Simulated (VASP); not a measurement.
Wanted: the native input for a VASP 6.6.1 run.

* Task: single point
* Functional: PBEsol
* Dispersion: D4
* Potentials or basis: VASP PAW PBE potentials, release 64 (K_sv, Nb_sv, O)
* Cutoff: 600 eV
* k mesh: 2 × 2 × 2, shifted
* Occupations: gaussian, width 0.1 eV
* Spin: no spin polarisation
* Dipole correction: no
* Further INCAR settings: ALGO = Normal; EDIFF = 1e-06; NBANDS = 28

The structure of KNbO3 lies in POSCAR:

```
KNbO3
1.0
    4.0129726800      0.0000000000      0.0000000000
    0.0000000000      4.0129726800      0.0000000000
    0.0000000000      0.0000000000      4.1102918300
K Nb O
1 1 3
Direct
    0.5000000000      0.5000000000      0.4999545100
    0.0000000000      0.0000000000      0.0149157700
    0.5000000000      0.0000000000      0.9741423400
    0.0000000000      0.5000000000      0.9741423400
    0.0000000000      0.0000000000      0.4716460400
```

These files were run (other wordings do the same):

INCAR

```
  PREC = Accurate
  ENCUT = 600
  EDIFF = 1E-6
  ISMEAR = 0
  SIGMA = 0.1
  LREAL = F
  LASPH = T
  NELM = 120
  ALGO = Normal
  ISIF = 2
  LWAVE = F
  LCHARG = T
  GGA = PS
  IVDW = 13
  LELF = T
  LVHAR = T
  NBANDS = 28
  GGA_COMPAT = F
```

KPOINTS

```
Automatic mesh
0
Gamma
  2 2 2
  0.5 0.5 0
```

Potentials or basis: VASP PAW PBE potentials, release 64 (K_sv, Nb_sv, O).

Command:

```console
$ cat potpaw_PBE.64/K_sv/POTCAR potpaw_PBE.64/Nb_sv/POTCAR potpaw_PBE.64/O/POTCAR > POTCAR
$ mpirun -np 1 vasp_std > vasp.out
```

It gave:

```json
{
  "Pressure": "-7.0 GPa",
  "Largest force": "1.399 eV/Å",
  "Band gap on the k mesh": "3.42 eV (least direct gap 3.60 eV)",
  "Dispersion energy per atom": "-0.093 eV"
}
```

Caveat: the k points lie up to 0.78 Å⁻¹ apart; the PAW data sets were made with another functional, which shifts forces and pressure a little; a shifted mesh leaves out Γ, where band edges can lie.

It took 10 s on 1 thread of Intel(R) Xeon(R) Platinum 8259CL CPU @ 2.50GHz (Skylake/Cascade Lake), on a shared host, peak memory 0.18 GiB.
